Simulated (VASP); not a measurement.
Wanted: the native input for a VASP 6.6.1 run.

| Quantity | Value |
| --- | --- |
| Task | single point |
| Functional | PBE |
| Potentials or basis | VASP PAW PBE potentials, release 64 (Fe) |
| Cutoff | 600 eV |
| k mesh | 7 × 13 × 13 |
| Occupations | fermi-dirac, width 0.1 eV |
| Spin | collinear spin, antiferromagnetic start |
| Starting moments | [4.0, -4.0] μB |
| Dipole correction | no |
| Further INCAR settings | ALGO = Normal; EDIFF = 1e-06; NBANDS = 19; ISYM = 0 |

The structure of Fe lies in POSCAR:

```
Fe
1.0
    0.0000000000      3.4840000000      3.4840000000
    1.7420000000      0.0000000000      1.7420000000
    1.7420000000      1.7420000000      0.0000000000
Fe
2
Direct
    0.0000000000      0.0000000000      0.0000000000
    0.5000000000      0.0000000000      0.0000000000
```

This isn't the form of Fe at room conditions, which is bcc.

These files were run (other wordings do the same):

INCAR

```
ALGO = Normal ; EDIFF = 1E-6
ENCUT = 600 ; GGA = PE
GGA_COMPAT = False ; ISIF = 2
ISMEAR = -1 ; ISPIN = 2
ISYM = 0 ; LASPH = True
LCHARG = True ; LELF = True
LMAXMIX = 4 ; LORBIT = 11
LREAL = False ; LVHAR = True
LWAVE = False ; MAGMOM = 4 -4
NBANDS = 19 ; NELM = 200
PREC = Accurate ; SIGMA = 0.1
```

KPOINTS

```
k-points
0
Gamma
  7 13 13
```

Potentials or basis: VASP PAW PBE potentials, release 64 (Fe).

Command:

```sh
$ cat potpaw_PBE.64/Fe/POTCAR > POTCAR
$ mpirun -np 1 vasp_std > vasp.out
```

It gave:

```
Pressure                                              : -2.0 GPa
Band gap on the k mesh                                : zero (filled and empty bands overlap)
Net moment                                            : 0.00 μB per cell
Site moments                                          : Fe +1.03, -1.03 μB
Valence electrons inside the program's atomic spheres : Fe 7.42
```

Caveat: the antiferromagnetic order is the one typed at the start, and another may lie lower.

Run time: 7.9 min on 1 thread of Intel(R) Xeon(R) Platinum 8488C (Sapphire Rapids), with other jobs on the host, peak memory 0.49 GiB.
